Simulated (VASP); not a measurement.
# Sr8Ti9O24 (a cell with a defect) in VASP: single point with PBEsol

Aim: the single point of Sr8Ti9O24 (a cell with a defect) with PBEsol.

Program: VASP 6.6.1. These are calculated values, not measurements. Logs are shortened: lines on timing, memory, paths and dates and some standing lists are left out, and cuts for length are marked.

## Step 1: The cell of the first run

The cell holds a defect, 41 atoms: a = 7.783 Å, b = 7.783 Å, c = 7.783 Å, α = 90.00°, β = 90.00°, γ = 90.00°.

## Step 2: Single point, PBEsol

Contents of INCAR:

```
SYSTEM = Sr8Ti9O24
ALGO = Normal
EDIFF = 1E-6
ENCUT = 520
GGA = PS
GGA_COMPAT = .FALSE.
ISIF = 2
ISMEAR = -1
ISYM = -1
LASPH = .TRUE.
LCHARG = .FALSE.
LREAL = Auto
LWAVE = .FALSE.
NBANDS = 192
NELM = 120
PREC = Accurate
SIGMA = 0.05
```

Contents of KPOINTS:

```
explicit points
1
Reciprocal
  0.25000000   0.25000000   0.25000000 1
```

Contents of POSCAR:

```
Sr8Ti9O24
1.0
    7.7828210000      0.0000000000      0.0000000000
    0.0000000000      7.7828210000      0.0000000000
    0.0000000000      0.0000000000      7.7828210000
Sr Ti O
8 9 24
Direct
    0.0115490000      0.0006880000      0.0131670000
    0.9945280000      0.0010510000      0.5015470000
    0.9780580000      0.4969280000      0.9940310000
    0.9730230000      0.4972060000      0.4732040000
    0.4983790000      0.0010780000      0.0098340000
    0.4978280000      0.9979940000      0.4996930000
    0.4959300000      0.5001780000      0.9901070000
    0.5929260000      0.4795430000      0.4641070000
    0.2565110000      0.2524150000      0.2585100000
    0.2414680000      0.2443060000      0.7617280000
    0.2520870000      0.7519100000      0.2546760000
    0.2293570000      0.7590790000      0.7647410000
    0.7578980000      0.2372470000      0.2327640000
    0.7477050000      0.2448440000      0.7451890000
    0.7511160000      0.7530720000      0.2344920000
    0.7435730000      0.7522270000      0.7439180000
    0.3114220000      0.5346440000      0.5692380000
    0.2691370000      0.2518740000      0.0089070000
    0.2175000000      0.2793670000      0.5096080000
    0.2728190000      0.7563540000      0.0090680000
    0.1978510000      0.7481010000      0.5052010000
    0.7225660000      0.2484930000      0.9899040000
    0.7733830000      0.2382020000      0.4927280000
    0.7093300000      0.7476920000      0.9876160000
    0.7705570000      0.7535180000      0.4915430000
    0.0053210000      0.2659990000      0.2283260000
    0.9912830000      0.2093560000      0.7702050000
    0.0023330000      0.7332340000      0.2198720000
    0.9839770000      0.7866730000      0.7779410000
    0.5070240000      0.2306050000      0.2682270000
    0.4846910000      0.3016460000      0.7141570000
    0.5037980000      0.7676190000      0.2727720000
    0.4777380000      0.6879920000      0.6994240000
    0.2407160000      0.0044400000      0.2695860000
    0.2796560000      0.0035170000      0.7509170000
    0.2887720000      0.5051590000      0.2892960000
    0.1913490000      0.4997410000      0.7764560000
    0.7757320000      0.9973100000      0.2325220000
    0.6967860000      0.9970400000      0.7428960000
    0.7527100000      0.4998220000      0.2236840000
    0.7773130000      0.4966650000      0.7385160000
```

Potentials or basis: VASP PAW PBE potentials, release 64 (Sr_sv, Ti_sv, O).

On the command line:

```sh
cat potpaw_PBE.64/Sr_sv/POTCAR potpaw_PBE.64/Ti_sv/POTCAR potpaw_PBE.64/O/POTCAR > POTCAR
mpirun -np 1 vasp_std > vasp.out
```

OUTCAR:

```text
SYSTEM = Sr8Ti9O24
   EDIFF = 1E-6
   ENCUT = 520
   GGA = PS
   ISIF = 2
   ISMEAR = -1
   ISYM = -1
   LASPH = .TRUE.
   LREAL = Auto
   NELM = 120
   PREC = Accurate

 ion  position               nearest neighbor table
   1  0.012  0.001  0.013-  29 2.48  27 2.50  38 2.51  28 2.63  26 2.66  34 2.68  20 2.78  18 2.80
                            35 2.92  22 2.97  24 3.07  12 3.19  13 3.19  39 3.23  10 3.26  11 3.28
   2  0.995  0.001  0.502-  23 2.52  21 2.53  25 2.60  34 2.63  27 2.65  38 2.70  29 2.72  19 2.78
                            35 2.95  26 2.96  39 2.98  28 3.03  14 3.30  12 3.33  16 3.34  13 3.34
   3  0.978  0.497  0.994-  37 2.37  40 2.50  41 2.53  28 2.55  26 2.57  22 2.77  29 2.81  27 2.84
                            24 2.86  18 2.96  20 3.06  13 3.24  15 3.26  14 3.29  16 3.33  36 3.34
   4  0.973  0.497  0.473-  25 2.55  23 2.55  19 2.56  41 2.57  40 2.59  26 2.63  21 2.63  28 2.70
                            17 2.75  36 2.84  37 2.91   8 2.96  27 3.22  13 3.22  15 3.22  29 3.27
   5  0.498  0.001  0.010-  24 2.57  39 2.59  20 2.59  22 2.60  35 2.64  18 2.64  30 2.69  32 2.74
                            38 2.77  34 2.85  13 3.24  15 3.26  31 3.28  11 3.33   9 3.33  10 3.36
   6  0.498  0.998  0.500-  39 2.45  32 2.52  30 2.55  35 2.59  34 2.69  23 2.85  25 2.85  33 2.87
                            31 2.90  38 3.00  21 3.04  19 3.09  16 3.31  11 3.31   9 3.31  14 3.34
   7  0.496  0.500  0.990-  24 2.54  18 2.62  22 2.64  31 2.65  20 2.65  33 2.70  40 2.70  36 2.83
                            37 2.90  41 2.94  30 3.02  32 3.03  10 3.32  16 3.35  14 3.38  15 3.38
   8  0.593  0.480  0.464-  40 2.25  23 2.36  17 2.38  31 2.53  25 2.55  30 2.55  41 2.58  33 2.61
                            36 2.74  32 2.78  13 2.91   4 2.96  15 3.04  14 3.09  16 3.26  19 3.33
   9  0.257  0.252  0.259-  34 1.94  18 1.95  30 1.96  26 1.97  19 1.99  36 2.00   6 3.31   5 3.33
                             1 3.33   4 3.36   7 3.40   2 3.40   8 3.54   3 3.54
  10  0.241  0.244  0.762-  35 1.90  18 1.94  27 1.97  31 1.98  19 1.99  37 2.03  17 2.77   1 3.26
                             7 3.32   5 3.36   3 3.37   2 3.37   6 3.44   4 3.64   8 4.02
  11  0.252  0.752  0.255-  20 1.92  36 1.96  32 1.97  28 1.97  34 1.97  21 2.00   1 3.28   6 3.31
                             5 3.33   2 3.39   4 3.40   7 3.42   3 3.55   8 3.77
  12  0.229  0.759  0.765-  29 1.92  20 1.93  35 1.95  21 2.04  37 2.04  33 2.07  17 2.40   1 3.19
                             2 3.33   3 3.34   7 3.38   5 3.40   6 3.48   4 3.64
  13  0.758  0.237  0.233-  38 1.87  22 1.91  26 1.94  30 1.97  23 2.03  40 2.05   8 2.91   1 3.19
                             4 3.22   5 3.24   3 3.24   2 3.34   6 3.45   7 3.45
  14  0.748  0.245  0.745-  22 1.91  27 1.93  39 1.97  41 1.97  23 1.98  31 2.11   8 3.09   3 3.29
                             2 3.30   6 3.34   4 3.38   7 3.38   5 3.41   1 3.49
  15  0.751  0.753  0.234-  38 1.91  24 1.95  32 1.95  28 1.96  40 1.97  25 2.01   8 3.04   4 3.22
                             3 3.26   5 3.26   1 3.28   7 3.38   2 3.41   6 3.43
  16  0.744  0.752  0.744-  29 1.91  24 1.92  39 1.94  25 1.98  41 2.01  33 2.16   8 3.26   6 3.31
                             3 3.33   2 3.34   7 3.35   4 3.40   5 3.42   1 3.53
  17  0.311  0.535  0.569-  37 1.88  21 1.95  33 2.03  19 2.17  36 2.20   8 2.38  12 2.40   4 2.75
                            10 2.77   7 3.59   6 3.92
  18  0.269  0.252  0.009-  10 1.94   9 1.95   7 2.62   5 2.64   1 2.80   3 2.96
[... 180 lines left out ...]
  Thomas-Fermi vector in A             =   2.573431
   LORBIT       =      0    0 simple, 1 ext, 2 COOP (PROOUT), +10 PAW based schemes
   GGA     = PS    functional components
   LHFCALC =     F    Hartree Fock is set to
   AEXX    =    0.0000 exact exchange contribution
   IVDW    =     0    specifies the selected vdW correction
   LEPSILON=     F    determine dielectric tensor
   LRPA    =     F    only Hartree local field effects (RPA)
 non-spin polarized calculation
  energy-cutoff  :      520.00
  volume of cell :      471.42
 maximum number of plane-waves:     12704
 NGX is ok and might be reduce to    60
   NGX = 29   NGY = 29   NGZ = 29

 number of electron     332.0000012 magnetization

 Free energy of the ion-electron system (eV)
  ---------------------------------------------------
  ext. energy  EPLUGINS =         0.00000000
  ---------------------------------------------------
  free energy    TOTEN  =      -340.36158514 eV

  energy without entropy =     -340.20908302  energy(sigma->0) =     -340.28533408

 E-fermi :   7.0930     XC(G=0): -11.7651

 val. band max:        7.0564500406   @ k =   0.2500   0.2500   0.2500
 cond. band min:       7.1473321172   @ k =   0.2500   0.2500   0.2500
 fundamental gap:      0.0908820766
 Fermi energy:         7.0929632571

 k-point     1 :       0.2500    0.2500    0.2500
  band No.  band energies     occupation
      1     -51.3241      2.00000
      2     -51.3082      2.00000
      3     -51.2761      2.00000
      4     -51.2178      2.00000
      5     -51.1990      2.00000
      6     -51.1377      2.00000
[... 170 lines left out ...]
    177       8.2129      0.00000
    178       8.2378      0.00000
 [bands above 178 left out]

------------------------ aborting loop because EDIFF is reached ----------------------------------------

  FORCE on cell =-STRESS in cart. coord.  units (eV):
  Direction    XX          YY          ZZ          XY          YZ          ZX
  --------------------------------------------------------------------------------------
  -------------------------------------------------------------------------------------
  Total       23.8790626     13.5675466     17.8644114     -3.9309350     -3.0325474     -9.1716951
  in kB       81.1552708     46.1106006     60.7139053    -13.3596573    -10.3064015    -31.1708801
  external PRESSURE =      62.6599256 kB  Pullay stress =       0.0000000 kB

 VOLUME and BASIS-vectors are now :
 -----------------------------------------------------------------------------
  energy-cutoff  :      520.00
  volume of cell :      471.42
      direct lattice vectors                 reciprocal lattice vectors
     7.782821000  0.000000000  0.000000000     0.128488115  0.000000000  0.000000000
     0.000000000  7.782821000  0.000000000     0.000000000  0.128488115  0.000000000
     0.000000000  0.000000000  7.782821000     0.000000000  0.000000000  0.128488115

 POSITION                                       TOTAL-FORCE (eV/Angst)
 -----------------------------------------------------------------------------------
      0.08988      0.00535      0.10248         0.025342      0.037115      0.039760
      7.74023      0.00818      3.90345         0.031980      0.000434     -0.014644
      7.61205      3.86750      7.73637         0.004623     -0.009091      0.041236
      7.57286      3.86967      3.68286         0.039601     -0.024750     -0.036684
      3.87879      0.00839      0.07654         0.011202      0.042203      0.040225
      3.87451      7.76721      3.88902        -0.020156      0.014102     -0.028825
[... 33 lines left out ...]
      5.85821      3.89003      1.74089        -0.007857     -0.067051     -0.055263
      6.04969      3.86545      5.74774        -0.023801      0.019046     -0.022043
 -----------------------------------------------------------------------------------
    total drift:                               -0.011424     -0.027773     -0.029547

  FREE ENERGIE OF THE ION-ELECTRON SYSTEM (eV)
  ---------------------------------------------------
  free  energy   TOTEN  =      -340.3615851400 eV

  energy  without entropy=     -340.2090830174  energy(sigma->0) =     -340.28533408
```

stdout:

```text
POSCAR found type information on POSCAR SrTiO
 POSCAR found :  3 types and      41 ions
 scaLAPACK will be used
 -----------------------------------------------------------------------------
|                                                                             |
|                                                                             |
|     You enforced a specific xc type in the INCAR file but a different       |
|     I HOPE YOU KNOW WHAT YOU ARE DOING!                                     |
|                                                                             |
 -----------------------------------------------------------------------------

 LDA part: xc-table for (Slater+PW92), standard interpolation
 POSCAR, INCAR and KPOINTS ok, starting setup
 FFT: planning ... GRIDC
 FFT: planning ... GRID_SOFT
 FFT: planning ... GRID
 WAVECAR not read
 entering main loop
```

Wall time 4.6 min (1 thread of AMD EPYC 9R45 (Zen 5), shared host); peak memory 0.48 GiB.

What came out:

```
Free energy   : -340.3616 eV
Pressure      : 6.3 GPa
Largest force : 0.095 eV/Å
```

Forces on the atoms (eV/Å):
```
Sr   0.025  0.037  0.040
Sr   0.032  0.000 -0.015
Sr   0.005 -0.009  0.041
Sr   0.040 -0.025 -0.037
Sr   0.011  0.042  0.040
Sr  -0.020  0.014 -0.029
Sr  -0.003 -0.038  0.025
Sr  -0.061  0.066 -0.015
Ti   0.049 -0.048  0.009
Ti   0.018 -0.078 -0.026
Ti   0.037  0.042 -0.013
Ti  -0.007  0.066  0.038
Ti   0.040  0.035 -0.056
Ti  -0.022 -0.057  0.073
Ti   0.060  0.055  0.043
Ti   0.018 -0.013 -0.050
Ti   0.007 -0.001  0.063
O   -0.012  0.018 -0.039
O    0.004  0.006  0.058
O    0.005 -0.017 -0.039
O    0.016  0.019  0.025
O    0.032 -0.016  0.028
O    0.012 -0.058 -0.037
O    0.006 -0.010  0.038
O   -0.031 -0.011 -0.018
O   -0.008  0.015 -0.007
O   -0.018  0.037 -0.006
O   -0.008 -0.002  0.004
O    0.018 -0.014 -0.027
O   -0.026  0.033 -0.019
O    0.006  0.032  0.026
O   -0.025 -0.014 -0.005
O   -0.045 -0.020 -0.037
O   -0.038 -0.017  0.008
O   -0.012 -0.001 -0.005
O   -0.038 -0.021  0.025
O    0.003  0.004 -0.036
O   -0.060 -0.025 -0.006
O    0.023  0.022  0.013
O   -0.008 -0.067 -0.055
O   -0.024  0.019 -0.022
```

Levels at points of the mesh, in eV from the Fermi level:
```csv
k point,band 163,band 164,band 165,band 166,band 167,band 168,band 169,band 170
"(0.25, 0.25, 0.25)",-3.10,-3.09,-0.49,-0.04,0.05,0.15,0.20,0.24
```

Caveat: the PAW data sets were made with another functional, which shifts forces and pressure a little.
